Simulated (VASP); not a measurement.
# MgCdF4 (Cmc2_1) in VASP: single point with r2SCAN

Aim: the single point of MgCdF4 with r2SCAN.

Program: VASP 6.6.1. These are calculated values, not measurements. Logs are shortened: lines on timing, memory, paths and dates and some standing lists are left out, and cuts for length are marked.

## (1) The cell of the first run

The structure is orthorhombic, space group Cmc2_1 (No. 36). The conventional cell has a = 2.961 Å, b = 20.966 Å, c = 4.100 Å, α = 90.00°, β = 90.00°, γ = 90.00°. Within 2.5 Å of Mg (site symmetry m) lie 6 F at 1.88 to 1.93 Å. Within 2.8 Å of Cd (site symmetry m) lie 6 F at 2.12 to 2.22 Å. Within 2.5 Å of F (site symmetry m) lie 3 Mg at 1.88 to 1.92 Å and 1 F at 2.46 Å. Within 2.8 Å of F (site symmetry m) lie 2 Mg at 1.93 Å and 1 Cd at 2.15 Å and 9 F at 2.46 to 2.79 Å. Within 2.8 Å of F (site symmetry m) lie 3 Cd at 2.13 to 2.22 Å and 5 F at 2.49 to 2.79 Å. Within 2.5 Å of F (site symmetry m) lie 1 Mg at 1.88 Å and 2 Cd at 2.12 Å.

## (2) Single point, r2SCAN

Contents of POSCAR:

```
MgCdF4
1.0
    2.9605614296      0.0000000000      0.0000000000
    1.4802807148    -10.4831824258      0.0000000000
    0.0000000000      0.0000000000     -4.0999139992
Mg Cd F
2 2 8
Direct
    0.8043969196      0.3912061608      0.5817145691
    0.1956030804      0.6087938392      0.0817145691
    0.4313079876      0.1373840247      0.0946784340
    0.5686920124      0.8626159753      0.5946784340
    0.2685568007      0.4628863986      0.8170496146
    0.7314431993      0.5371136014      0.3170496146
    0.3416187776      0.3167624447      0.3475061311
    0.6583812224      0.6832375553      0.8475061311
    0.4663653279      0.0672693443      0.5827920915
    0.5336346721      0.9327306557      0.0827920915
    0.8775587255      0.2448825491      0.8456591597
    0.1224412745      0.7551174509      0.3456591597
```

Contents of INCAR.step1:

```
SYSTEM = MgCdF4
ALGO = Normal
EDIFF = 1E-4
ENCUT = 520
GGA = PE
ISMEAR = -1
LASPH = .True.
LCHARG = .False.
LREAL = .False.
LWAVE = .True.
NBANDS = 54
NELM = 60
PREC = Accurate
SIGMA = 0.1026
```

Contents of INCAR.step2:

```
SYSTEM = MgCdF4
ALGO = Normal
EDIFF = 1E-6
ENCUT = 520
ISIF = 2
ISMEAR = -1
ISTART = 1
LASPH = .True.
LCHARG = .True.
LELF = .True.
LMIXTAU = .True.
LREAL = .False.
LVHAR = .True.
LWAVE = .False.
METAGGA = R2SCAN
NBANDS = 54
NELM = 60
PREC = Accurate
SIGMA = 0.1026
```

Contents of KPOINTS:

```
k-points
0
Gamma
  6 6 4
  0 0 0
```

Potentials or basis: VASP PAW PBE potentials, release 64 (Mg, Cd, F).

The run is started by

```
$ cat potpaw_PBE.64/Mg/POTCAR potpaw_PBE.64/Cd/POTCAR potpaw_PBE.64/F/POTCAR > POTCAR
$ cp INCAR.step1 INCAR
$ mpirun -np 1 vasp_std > vasp.out
$ cp INCAR.step2 INCAR
$ mpirun -np 1 vasp_std > vasp.out
```

OUTCAR:

```text
SYSTEM = MgCdF4
   EDIFF = 1E-6
   ENCUT = 520
   ISIF = 2
   ISMEAR = -1
   ISTART = 1
   LASPH = .True.
   LREAL = .False.
   METAGGA = R2SCAN
   NELM = 60
   PREC = Accurate

 ion  position               nearest neighbor table
   1  0.804  0.391  0.582-   6 1.88  11 1.88   5 1.92   5 1.92   7 1.93   7 1.93   2 3.41   2 3.41
                             2 3.41   2 3.41   3 3.64   3 3.64   3 3.70   3 3.70
   2  0.196  0.609  0.082-   5 1.88  12 1.88   6 1.92   6 1.92   8 1.93   8 1.93   1 3.41   1 3.41
                             1 3.41   1 3.41   4 3.64   4 3.64   4 3.70   4 3.70
   3  0.431  0.137  0.095-  11 2.12  11 2.12   9 2.13  10 2.15   7 2.15   9 2.22   4 3.54   4 3.54
                             1 3.64   1 3.64   1 3.70   1 3.70
   4  0.569  0.863  0.595-  12 2.12  12 2.12  10 2.13   9 2.15   8 2.15  10 2.22   3 3.54   3 3.54
                             2 3.64   2 3.64   2 3.70   2 3.70
   5  0.269  0.463  0.817-   2 1.88   1 1.92   1 1.92
   6  0.731  0.537  0.317-   1 1.88   2 1.92   2 1.92
   7  0.342  0.317  0.348-   1 1.93   1 1.93   3 2.15
   8  0.658  0.683  0.848-   2 1.93   2 1.93   4 2.15
   9  0.466  0.067  0.583-   3 2.13   4 2.15   3 2.22
  10  0.534  0.933  0.083-   4 2.13   3 2.15   4 2.22
  11  0.878  0.245  0.846-   1 1.88   3 2.12   3 2.12
  12  0.122  0.755  0.346-   2 1.88   4 2.12   4 2.12

  LATTYP: Found a base centered orthorhombic cell.
 ALAT       =     2.9605614296
 B/A-ratio  =     7.0818881317
 C/A-ratio  =     1.3848434146

  Lattice vectors:

 A1 = (   1.4802807148,  10.4831824258,   0.0000000000)
 A2 = (   1.4802807148, -10.4831824258,   0.0000000000)
 A3 = (   0.0000000000,   0.0000000000,  -4.0999139992)

Analysis of symmetry for initial positions (statically):
=====================================================================
 Subroutine PRICEL returns:
 Original cell was already a primitive cell.

 Routine SETGRP: Setting up the symmetry group for a
 base centered orthorhombic supercell.

 Subroutine GETGRP returns: Found  4 space group operations
 (whereof  2 operations were pure point group operations)
 out of a pool of  8 trial point group operations.

The static configuration has the point symmetry C_1h.
 The point group associated with its full space group is C_2v.

Analysis of symmetry for dynamics (positions and initial velocities):
=====================================================================
 Subroutine PRICEL returns:
 Original cell was already a primitive cell.

 Routine SETGRP: Setting up the symmetry group for a
 base centered orthorhombic supercell.

 Subroutine GETGRP returns: Found  4 space group operations
 (whereof  2 operations were pure point group operations)
 out of a pool of  8 trial point group operations.

The dynamic configuration has the point symmetry C_1h.
 The point group associated with its full space group is C_2v.

 Subroutine INISYM returns: Found  4 space group operations
 (whereof  2 operations are pure point group operations),
 and found     1 'primitive' translations

----------------------------------------------------------------------------------------

                                     Primitive cell

  volume of cell :     127.2454

  direct lattice vectors                    reciprocal lattice vectors
     2.960561430  0.000000000  0.000000000     0.337773772  0.047695440  0.000000000
     1.480280715-10.483182426  0.000000000     0.000000000 -0.095390880  0.000000000
     0.000000000  0.000000000 -4.099913999     0.000000000  0.000000000 -0.243907555

  length of vectors
     2.960561430 10.587178319  4.099913999     0.341124575  0.095390880  0.243907555

  position of ions in fractional coordinates (direct lattice)
     0.804396920  0.391206161  0.581714569
     0.195603080  0.608793839  0.081714569
     0.431307988  0.137384025  0.094678434
     0.568692012  0.862615975  0.594678434
     0.268556801  0.462886399  0.817049615
     0.731443199  0.537113601  0.317049615
     0.341618778  0.316762445  0.347506131
     0.658381222  0.683237555  0.847506131
     0.466365328  0.067269344  0.582792091
     0.533634672  0.932730656  0.082792091
     0.877558726  0.244882549  0.845659160
     0.122441274  0.755117451  0.345659160

  ion indices of the primitive-cell ions
   primitive index   ion index
                 1           1
                 2           2
                 3           3
                 4           4
                 5           5
                 6           6
                 7           7
                 8           8
                 9           9
                10          10
                11          11
                12          12

----------------------------------------------------------------------------------------

 KPOINTS: k-points

Automatic generation of k-mesh.
 Grid dimensions read from file:
 generate k-points for:    6    6    4

 Generating k-lattice:

  Cartesian coordinates                     Fractional coordinates (reciprocal lattice)
     0.056295629  0.007949240  0.000000000     0.166666667  0.000000000  0.000000000
     0.000000000 -0.015898480  0.000000000     0.000000000  0.166666667  0.000000000
     0.000000000  0.000000000 -0.060976889     0.000000000  0.000000000  0.250000000

  Length of vectors
     0.056854096  0.015898480  0.060976889

  Shift w.r.t. Gamma in fractional coordinates (k-lattice)
     0.000000000  0.000000000  0.000000000

 Subroutine IBZKPT returns following result:
 ===========================================

 Found     39 irreducible k-points:

 Following reciprocal coordinates:
            Coordinates               Weight
  0.000000  0.000000  0.000000      1.000000
  0.166667  0.000000  0.000000      4.000000
  0.333333 -0.000000  0.000000      4.000000
  0.500000  0.000000  0.000000      2.000000
  0.000000  0.166667  0.000000      2.000000
  0.333333  0.166667  0.000000      2.000000
[... 16 lines left out ...]
  0.000000  0.333333  0.250000      4.000000
 -0.333333  0.333333  0.250000      4.000000
 [... further k-points ...]
   k-points           NKPTS =     39   k-points in BZ     NKDIM =     39   number of bands    NBANDS=     54
   number of dos      NEDOS =    301   number of ions     NIONS =     12
   total plane-waves  NPLWV =  57600
   dimension x,y,z NGX =    24 NGY =   80 NGZ =   30
   dimension x,y,z NGXF=    48 NGYF=  160 NGZF=   60
   ions per type =               2   2   8
   NGX,Y,Z   is equivalent  to a cutoff of  13.48, 12.56, 12.16 a.u.
   NGXF,Y,Z  is equivalent  to a cutoff of  26.95, 25.12, 24.33 a.u.
 SYSTEM =  MgCdF4
   PREC   = accura    normal or accurate (medium, high low for compatibility)
   ISTART =      1    job   : 0-new  1-cont  2-samecut
   ICHARG =      0    charge: 1-file 2-atom 10-const
   ISPIN  =      1    spin polarized calculation?
   LNONCOLLINEAR =      F non collinear calculations
   LSORBIT =      F    spin-orbit coupling
   LASPH  =      T    aspherical Exc in radial PAW
   ENCUT  =  520.0 eV  38.22 Ry    6.18 a.u.   5.50 19.69  7.62*2*pi/ulx,y,z
   NELM   =     60;   NELMIN=  2; NELMDL=  0     # of ELM steps
   EDIFF  = 0.1E-05   stopping-criterion for ELM
   LREAL  =      F    real-space projection
   EDIFFG = 0.1E-04   stopping-criterion for IOM
   NSW    =      0    number of steps for IOM
   IBRION =     -1    ionic relax: 0-MD 1-quasi-New 2-CG
   NFREE  =      0    steps in history (QN), initial steepest desc. (CG)
   ISIF   =      2    stress and relaxation
   ISYM   =      2    0-nonsym 1-usesym 2-fastsym
   POTIM  = 0.5000    time-step for ionic-motion
   TEBEG  =    0.0;   TEEND  =   0.0 temperature during run
   PSTRESS=    0.0 pullay stress
   NELECT =      84.0000    total number of electrons
   NUPDOWN=      -1.0000    fix difference up-down
   EMIN   =  10.00;   EMAX   =-10.00  energy-range for DOS
   EFERMI =   0.00;   METHOD = LEGACY
   ISMEAR =    -1;   SIGMA  =   0.10  broadening in eV -4-tet -1-fermi 0-gaus
   EFERMI_NEDOS =   21; number of points for ismear=-14 and -15
   IALGO  =     38    algorithm
   IMIX   =      4    mixing-type and parameters
     AMIX     =   0.40;   BMIX     =  1.00
     AMIX_MAG =   1.60;   BMIX_MAG =  1.00
  volume/ion in A,a.u.               =      10.60        71.56
  Fermi-wavevector in a.u.,A,eV,Ry     =   1.425456  2.693722 27.646031  2.031926
  Thomas-Fermi vector in A             =   2.545839
   LORBIT       =      0    0 simple, 1 ext, 2 COOP (PROOUT), +10 PAW based schemes
   METAGGA = R2SCAN    functional components
   LHFCALC =     F    Hartree Fock is set to
   AEXX    =    0.0000 exact exchange contribution
   IVDW    =     0    specifies the selected vdW correction
   LEPSILON=     F    determine dielectric tensor
   LRPA    =     F    only Hartree local field effects (RPA)
 non-spin polarized calculation
  energy-cutoff  :      520.00
  volume of cell :      127.25
 maximum number of plane-waves:      3471
 NGX is ok and might be reduce to    24
   NGX = 11   NGY = 39   NGZ = 15

 number of electron      84.0000017 magnetization

 Free energy of the ion-electron system (eV)
  ---------------------------------------------------
  ext. energy  EPLUGINS =         0.00000000
  ---------------------------------------------------
  free energy    TOTEN  =      -108.33095427 eV

  energy without entropy =     -108.33095427  energy(sigma->0) =     -108.33095427

 E-fermi :   1.3467     XC(G=0): -11.3864

 val. band max:       -0.8851027209   @ k =   0.5000   0.1667   0.2500
 cond. band min:       3.2192685322   @ k =   0.0000   0.0000   0.0000
 fundamental gap:      4.1043712531
 Fermi energy:         1.3466858871

 k-point     1 :       0.0000    0.0000    0.0000
  band No.  band energies     occupation
      1     -23.4455      2.00000
      2     -23.1421      2.00000
      3     -23.1168      2.00000
      4     -22.6348      2.00000
      5     -22.5253      2.00000
      6     -22.2679      2.00000
[... 46 lines left out ...]
     53      15.8993      0.00000
     54      16.9863      0.00000
[... 1309 lines left out ...]
     53      15.6622      0.00000
     54      15.8068      0.00000

 [... further k-points ...]

------------------------ aborting loop because EDIFF is reached ----------------------------------------

  FORCE on cell =-STRESS in cart. coord.  units (eV):
  Direction    XX          YY          ZZ          XY          YZ          ZX
  --------------------------------------------------------------------------------------
  -------------------------------------------------------------------------------------
  Total       16.0659102     16.8516789     16.7134939      0.0000000      0.0000000      0.0000000
  in kB      202.2897835    212.1835893    210.4436674      0.0000000      0.0000000      0.0000000
  external PRESSURE =     208.3056801 kB  Pullay stress =       0.0000000 kB

 VOLUME and BASIS-vectors are now :
 -----------------------------------------------------------------------------
  energy-cutoff  :      520.00
  volume of cell :      127.25
      direct lattice vectors                 reciprocal lattice vectors
     2.960561430  0.000000000  0.000000000     0.337773772  0.047695440  0.000000000
     1.480280715-10.483182426  0.000000000     0.000000000 -0.095390880  0.000000000
     0.000000000  0.000000000 -4.099913999     0.000000000  0.000000000 -0.243907555

 POSITION                                       TOTAL-FORCE (eV/Angst)
 -----------------------------------------------------------------------------------
      2.96056     -4.10109     -2.38498        -0.000000     -0.001851     -0.005866
      1.48028     -6.38210     -0.33502         0.000000      0.001851     -0.005866
      1.48028     -1.44022     -0.38817         0.000000      0.034145     -0.046785
      2.96056     -9.04296     -2.43813        -0.000000     -0.034145     -0.046785
      1.48028     -4.85252     -3.34983        -0.000000     -0.000948      0.020777
      2.96056     -5.63066     -1.29988        -0.000000      0.000948      0.020777
      1.48028     -3.32068     -1.42475         0.000000     -0.135051     -0.105793
      2.96056     -7.16250     -3.47470        -0.000000      0.135051     -0.105793
      1.48028     -0.70520     -2.38940         0.000000     -0.036249     -0.026587
      2.96056     -9.77799     -0.33944        -0.000000      0.036249     -0.026587
      2.96056     -2.56715     -3.46713         0.000000     -0.177109      0.164255
      1.48028     -7.91603     -1.41717        -0.000000      0.177109      0.164255
 -----------------------------------------------------------------------------------
    total drift:                               -0.000000     -0.000000     -0.001041

  FREE ENERGIE OF THE ION-ELECTRON SYSTEM (eV)
  ---------------------------------------------------
  free  energy   TOTEN  =      -108.3309542730 eV

  energy  without entropy=     -108.3309542703  energy(sigma->0) =     -108.33095427
```

It took 10 min on 1 thread of Intel Xeon Platinum 8488C (Sapphire Rapids), shared host; peak memory 0.39 GiB.

What came out:

```yaml
Free_energy: -108.3310 eV
Pressure: 20.8 GPa
Largest_force: 0.242 eV/Å
Band_gap_on_the_k_mesh: 4.10 eV (least direct gap 4.17 eV)
```

Forces in eV/Å, atoms in the order of the input:
```
Mg   0.000 -0.002 -0.006
Mg   0.000  0.002 -0.006
Cd   0.000  0.034 -0.047
Cd   0.000 -0.034 -0.047
F    0.000 -0.001  0.021
F    0.000  0.001  0.021
F    0.000 -0.135 -0.106
F    0.000  0.135 -0.106
F    0.000 -0.036 -0.027
F    0.000  0.036 -0.027
F    0.000 -0.177  0.164
F    0.000  0.177  0.164
```

Stress tensor (GPa, compression positive):
```
20.23  0.00  0.00
 0.00 21.22  0.00
 0.00  0.00 21.04
```

Caveat: the cell stands under pressure; the PAW data sets were made with another functional, which shifts forces and pressure a little.
